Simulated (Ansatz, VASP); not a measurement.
## Two plane-wave programs on C

```
C
1.0
     2.55229    0.00000    0.00000
    -1.27615    2.21035    0.00000
     0.00000    0.00000    4.25063
C
4
Cartesian
  0.0000 1.4736 0.0010
  1.2761 0.7368 2.1263
  0.0000 1.4736 1.5930
  1.2761 0.7368 3.7183
```

Alike in both runs: task single point; functional r2SCAN; k mesh 9 × 9 × 6; no spin polarisation.

|  | VASP | Ansatz |
| --- | --- | --- |
| version | VASP 6.6.1 | Ansatz 0.2.0 |
| potentials or method | VASP PAW PBE potentials, release 64 (C) | plane waves, PAW |
| plane-wave cutoff (eV) | 520 | 500 |
| occupations | gaussian, width 0.01 eV | fixed |
| valence electrons in the cell | 16 | 16 |

VASP gave:

- gap on the k mesh at the Fermi level (eV): 3.74
- pressure (GPa): -22.7
- traceless stress, the component that is largest in VASP (GPa): -0.26
- rms of the force components (eV/Å): 0.034

Question: What did Ansatz give for the same quantities?

Answer: gap on the k mesh at the Fermi level (eV): 3.77; pressure (GPa): -23.6; traceless stress, the component that is largest in VASP (GPa): -0.23; rms of the force components (eV/Å): 0.039.

VASP's potentials were made for PBE, not for r2SCAN. Atom by atom the forces differ by 0.005 eV/Å (rms over components).
